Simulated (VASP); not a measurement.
# Ge in VASP: single point with r2SCAN

Aim: the single point of Ge with r2SCAN.

All numbers are computed with VASP 6.6.1; they aren't measurements. Logs are shortened: lines on timing, memory, paths and dates and some standing lists are left out, and cuts for length are marked.

## 1. The cell of the first run

The cell holds a slab with vacuum, 4 atoms: a = 4.012 Å, b = 4.012 Å, c = 13.116 Å, α = 90.00°, β = 90.00°, γ = 120.00°.

## 2. Single point, r2SCAN

Input file POSCAR:

```
Ge
1.0
    4.0122815186      0.0000000000      0.0000000000
   -2.0061407593      3.4747377222      0.0000000000
    0.0000000000      0.0000000000     13.1161000000
Ge
4
Direct
    0.1666666667      0.3333333333      0.3430912778
    0.5000000000      1.0000000000      0.3988204396
    0.5000000000      1.0000000000      0.6011797757
    0.8333333333      0.6666666667      0.6569087222
```

Input file INCAR.step1:

```
ALGO = Normal
DIPOL = 0.5 0.5 0.500
EDIFF = 1E-4
ENCUT = 520
GGA = PE
IDIPOL = 3
ISMEAR = -1
LASPH = T
LCHARG = F
LDIPOL = T
LREAL = F
LWAVE = T
NBANDS = 36
NELM = 100
PREC = Accurate
SIGMA = 0.02
```

Input file INCAR.step2:

```
ALGO = Normal
DIPOL = 0.5 0.5 0.500
EDIFF = 1E-6
ENCUT = 520
IDIPOL = 3
ISIF = 2
ISMEAR = -1
ISTART = 1
LASPH = T
LCHARG = F
LDIPOL = T
LMIXTAU = T
LREAL = F
LWAVE = F
METAGGA = R2SCAN
NBANDS = 36
NELM = 100
PREC = Accurate
SIGMA = 0.02
```

Input file KPOINTS:

```
k-points
0
Gamma
  9 9 1
```

Potentials or basis: VASP PAW PBE potentials, release 64 (Ge_d).

Run with:

```sh
$ cat potpaw_PBE.64/Ge_d/POTCAR > POTCAR
$ cp INCAR.step1 INCAR
$ mpirun -np 1 vasp_std > vasp.out
$ cp INCAR.step2 INCAR
$ mpirun -np 1 vasp_std > vasp.out
```

OUTCAR:

```text
EDIFF = 1E-6
   ENCUT = 520
   ISIF = 2
   ISMEAR = -1
   ISTART = 1
   LASPH = T
   LREAL = F
   METAGGA = R2SCAN
   NELM = 100
   PREC = Accurate

 ion  position               nearest neighbor table
   1  0.167  0.333  0.343-   2 2.43   2 2.43   2 2.43
   2  0.500  0.000  0.399-   1 2.43   1 2.43   1 2.43   3 2.65
   3  0.500  0.000  0.601-   4 2.43   4 2.43   4 2.43   2 2.65
   4  0.833  0.667  0.657-   3 2.43   3 2.43   3 2.43

  LATTYP: Found a hexagonal cell.
 ALAT       =     4.0122815186
 C/A-ratio  =     3.2689879659

  Lattice vectors:

 A1 = (   4.0122815186,   0.0000000000,   0.0000000000)
 A2 = (  -2.0061407593,   3.4747377222,   0.0000000000)
 A3 = (   0.0000000000,   0.0000000000,  13.1161000000)

Analysis of symmetry for initial positions (statically):
=====================================================================
 Subroutine PRICEL returns:
 Original cell was already a primitive cell.

 Routine SETGRP: Setting up the symmetry group for a
 hexagonal supercell.

 Subroutine GETGRP returns: Found 12 space group operations
 (whereof  4 operations were pure point group operations)
 out of a pool of 24 trial point group operations.

The static configuration has the point symmetry C_2h.
 The point group associated with its full space group is D_3d.

Analysis of symmetry for dynamics (positions and initial velocities):
=====================================================================
 Subroutine PRICEL returns:
 Original cell was already a primitive cell.

 Routine SETGRP: Setting up the symmetry group for a
 hexagonal supercell.

 Subroutine GETGRP returns: Found 12 space group operations
 (whereof  4 operations were pure point group operations)
 out of a pool of 24 trial point group operations.

The dynamic configuration has the point symmetry C_2h.
 The point group associated with its full space group is D_3d.

 Subroutine INISYM returns: Found 12 space group operations
 (whereof  4 operations are pure point group operations),
 and found     1 'primitive' translations

----------------------------------------------------------------------------------------

                                     Primitive cell

  volume of cell :     182.8598

  direct lattice vectors                    reciprocal lattice vectors
     4.012281519  0.000000000  0.000000000     0.249234755  0.143895753  0.000000000
    -2.006140759  3.474737722  0.000000000     0.000000000  0.287791505  0.000000000
     0.000000000  0.000000000 13.116100000     0.000000000  0.000000000  0.076242176

  length of vectors
     4.012281519  4.012281519 13.116100000     0.287791505  0.287791505  0.076242176

  position of ions in fractional coordinates (direct lattice)
     0.166666667  0.333333333  0.343091278
     0.500000000  0.000000000  0.398820440
     0.500000000  0.000000000  0.601179776
     0.833333333  0.666666667  0.656908722

  ion indices of the primitive-cell ions
   primitive index   ion index
                 1           1
                 2           2
                 3           3
                 4           4

----------------------------------------------------------------------------------------

 KPOINTS: k-points

Automatic generation of k-mesh.
 Grid dimensions read from file:
 generate k-points for:    9    9    1

 Generating k-lattice:

  Cartesian coordinates                     Fractional coordinates (reciprocal lattice)
     0.027692751  0.015988417  0.000000000     0.111111111  0.000000000  0.000000000
     0.000000000  0.031976834  0.000000000     0.000000000  0.111111111  0.000000000
     0.000000000  0.000000000  0.076242176     0.000000000  0.000000000  1.000000000

  Length of vectors
     0.031976834  0.031976834  0.076242176

  Shift w.r.t. Gamma in fractional coordinates (k-lattice)
     0.000000000  0.000000000  0.000000000

 Subroutine IBZKPT returns following result:
 ===========================================

 Found     12 irreducible k-points:

 Following reciprocal coordinates:
            Coordinates               Weight
  0.000000  0.000000  0.000000      1.000000
  0.111111  0.000000  0.000000      6.000000
  0.222222  0.000000  0.000000      6.000000
  0.333333  0.000000  0.000000      6.000000
  0.444444  0.000000  0.000000      6.000000
  0.111111  0.111111  0.000000      6.000000
  0.222222  0.111111  0.000000     12.000000
  0.333333  0.111111  0.000000     12.000000
  0.444444  0.111111  0.000000      6.000000
  0.222222  0.222222  0.000000      6.000000
  0.333333  0.222222  0.000000     12.000000
  0.333333  0.333333  0.000000      2.000000
   k-points           NKPTS =     12   k-points in BZ     NKDIM =     12   number of bands    NBANDS=     36
   number of dos      NEDOS =    301   number of ions     NIONS =      4
   total plane-waves  NPLWV =  88200
   dimension x,y,z NGX =    30 NGY =   30 NGZ =   98
   dimension x,y,z NGXF=    60 NGYF=   60 NGZF=  196
   ions per type =               4
   NGX,Y,Z   is equivalent  to a cutoff of  12.43, 12.43, 12.42 a.u.
   NGXF,Y,Z  is equivalent  to a cutoff of  24.86, 24.86, 24.84 a.u.
 SYSTEM =  unknown system
   PREC   = accura    normal or accurate (medium, high low for compatibility)
   ISTART =      1    job   : 0-new  1-cont  2-samecut
   ICHARG =      0    charge: 1-file 2-atom 10-const
   ISPIN  =      1    spin polarized calculation?
   LNONCOLLINEAR =      F non collinear calculations
   LSORBIT =      F    spin-orbit coupling
   LASPH  =      T    aspherical Exc in radial PAW
   ENCUT  =  520.0 eV  38.22 Ry    6.18 a.u.   7.46  7.46 24.39*2*pi/ulx,y,z
   NELM   =    100;   NELMIN=  2; NELMDL=  0     # of ELM steps
   EDIFF  = 0.1E-05   stopping-criterion for ELM
   LREAL  =      F    real-space projection
   EDIFFG = 0.1E-04   stopping-criterion for IOM
   NSW    =      0    number of steps for IOM
   IBRION =     -1    ionic relax: 0-MD 1-quasi-New 2-CG
   NFREE  =      0    steps in history (QN), initial steepest desc. (CG)
   ISIF   =      2    stress and relaxation
   ISYM   =      2    0-nonsym 1-usesym 2-fastsym
   POTIM  = 0.5000    time-step for ionic-motion
   TEBEG  =    0.0;   TEEND  =   0.0 temperature during run
   PSTRESS=    0.0 pullay stress
   NELECT =      56.0000    total number of electrons
   NUPDOWN=      -1.0000    fix difference up-down
   EMIN   =  10.00;   EMAX   =-10.00  energy-range for DOS
   EFERMI =   0.00;   METHOD = LEGACY
   ISMEAR =    -1;   SIGMA  =   0.02  broadening in eV -4-tet -1-fermi 0-gaus
   EFERMI_NEDOS =   21; number of points for ismear=-14 and -15
   IALGO  =     38    algorithm
   IMIX   =      4    mixing-type and parameters
     AMIX     =   0.40;   BMIX     =  1.00
     AMIX_MAG =   1.60;   BMIX_MAG =  1.00
  volume/ion in A,a.u.               =      45.71       308.50
  Fermi-wavevector in a.u.,A,eV,Ry     =   1.103481  2.085276 16.567405  1.217670
  Thomas-Fermi vector in A             =   2.239940
   LORBIT       =      0    0 simple, 1 ext, 2 COOP (PROOUT), +10 PAW based schemes
   METAGGA = R2SCAN    functional components
   LHFCALC =     F    Hartree Fock is set to
   AEXX    =    0.0000 exact exchange contribution
   IVDW    =     0    specifies the selected vdW correction
   LEPSILON=     F    determine dielectric tensor
   LRPA    =     F    only Hartree local field effects (RPA)
 non-spin polarized calculation
  energy-cutoff  :      520.00
  volume of cell :      182.86
 maximum number of plane-waves:      4999
 NGX is ok and might be reduce to    30
   NGX = 15   NGY = 15   NGZ = 49

 number of electron      56.0000022 magnetization

 dipolmoment           0.000000      0.000000     -0.000016 electrons x Angstroem

 Free energy of the ion-electron system (eV)
  ---------------------------------------------------
  ext. energy  EPLUGINS =         0.00000000
  ---------------------------------------------------
  free energy    TOTEN  =       -53.70975368 eV

  energy without entropy =      -53.70831937  energy(sigma->0) =      -53.70903652

 E-fermi :  -0.2909     XC(G=0):  -6.2556

 val. band max:       -0.2913226019   @ k =   0.3333   0.3333   0.0000
 cond. band min:       0.0556965672   @ k =   0.3333   0.2222   0.0000
 fundamental gap:      0.3470191691
 Fermi energy:        -0.2909206606

 k-point     1 :       0.0000    0.0000    0.0000
  band No.  band energies     occupation
      1     -25.3813      2.00000
      2     -25.3739      2.00000
      3     -25.3738      2.00000
      4     -25.3577      2.00000
      5     -25.3577      2.00000
      6     -25.3096      2.00000
[... 28 lines left out ...]
     35       4.1127      0.00000
     36       4.7030      0.00000

 k-point     2 :       0.1111    0.0000    0.0000
  band No.  band energies     occupation
      1     -25.3914      2.00000
      2     -25.3766      2.00000
      3     -25.3709      2.00000
      4     -25.3615      2.00000
      5     -25.3600      2.00000
      6     -25.3059      2.00000
[... 28 lines left out ...]
     35       4.7175      0.00000
     36       4.9224      0.00000

 k-point     3 :       0.2222    0.0000    0.0000
  band No.  band energies     occupation
      1     -25.4041      2.00000
      2     -25.3812      2.00000
      3     -25.3715      2.00000
      4     -25.3685      2.00000
      5     -25.3623      2.00000
      6     -25.2979      2.00000
[... 28 lines left out ...]
     35       5.5628      0.00000
     36       5.7860      0.00000
[... 274 lines left out ...]
 k-point    11 :       0.3333    0.2222    0.0000
  band No.  band energies     occupation
      1     -25.4167      2.00000
      2     -25.3988      2.00000
      3     -25.3955      2.00000
      4     -25.3623      2.00000
      5     -25.3506      2.00000
      6     -25.3243      2.00000
[... 28 lines left out ...]
     35       6.3260      0.00000
     36       6.9866      0.00000

 k-point    12 :       0.3333    0.3333    0.0000
  band No.  band energies     occupation
      1     -25.4175      2.00000
      2     -25.4016      2.00000
      3     -25.4015      2.00000
      4     -25.3560      2.00000
      5     -25.3559      2.00000
      6     -25.3248      2.00000
[... 28 lines left out ...]
     35       6.6029      0.00000
     36       7.0263      0.00000

------------------------ aborting loop because EDIFF is reached ----------------------------------------

 vacuum level on the upper side and lower side of the slab       (xc-potential included)        -0.178        -0.177

  FORCE on cell =-STRESS in cart. coord.  units (eV):
  Direction    XX          YY          ZZ          XY          YZ          ZX
  --------------------------------------------------------------------------------------
  -------------------------------------------------------------------------------------
  Total       -0.3473131     -0.3473131      0.0017398      0.0000000     -0.0000000     -0.0000000
  in kB       -3.0430818     -3.0430818      0.0152439      0.0000000     -0.0000000     -0.0000000
  external PRESSURE =      -2.0236399 kB  Pullay stress =       0.0000000 kB

 VOLUME and BASIS-vectors are now :
 -----------------------------------------------------------------------------
  energy-cutoff  :      520.00
  volume of cell :      182.86
      direct lattice vectors                 reciprocal lattice vectors
     4.012281519  0.000000000  0.000000000     0.249234755  0.143895753  0.000000000
    -2.006140759  3.474737722  0.000000000     0.000000000  0.287791505  0.000000000
     0.000000000  0.000000000 13.116100000     0.000000000  0.000000000  0.076242176

 POSITION                                       TOTAL-FORCE (eV/Angst)
 -----------------------------------------------------------------------------------
      0.00000      1.15825      4.50002        -0.000000     -0.000000     -0.009490
      2.00614      0.00000      5.23097        -0.000000      0.000000      0.017217
      2.00614      0.00000      7.88513         0.000000     -0.000000     -0.017217
      2.00614      2.31649      8.61608         0.000000      0.000000      0.009490
 -----------------------------------------------------------------------------------
    total drift:                                0.000000     -0.000000     -0.003347

  FREE ENERGIE OF THE ION-ELECTRON SYSTEM (eV)
  ---------------------------------------------------
  free  energy   TOTEN  =       -53.7097536818 eV

  energy  without entropy=      -53.7083193658  energy(sigma->0) =      -53.70903652

 vacuum level on the upper side and lower side of the slab         4.271         4.271
```

Run time: 4.8 min. Hardware: 1 thread of Intel Xeon Platinum 8375C at 2.90GHz (Ice Lake), shared host; peak memory 0.33 GiB.

Results:

| Item | Value |
| --- | --- |
| Free energy | -53.7098 eV |
| Largest force | 0.017 eV/Å |
| Band gap on the k mesh | zero (filled and empty bands touch) |

Forces in eV/Å, atoms in the order of the input:
```
Ge   0.000  0.000 -0.009
Ge   0.000  0.000  0.017
Ge   0.000  0.000 -0.017
Ge   0.000  0.000  0.009
```

Levels at points of the mesh, in eV from the Fermi level:
```
           k point  band 25  band 26  band 27  band 28  band 29  band 30  band 31  band 32
(0.00, 0.00, 0.00)    -0.66    -0.66    -0.09    -0.09     0.91     1.40     2.09     3.98
```

Caveat: the PAW data sets were made with another functional, which shifts forces and pressure a little.
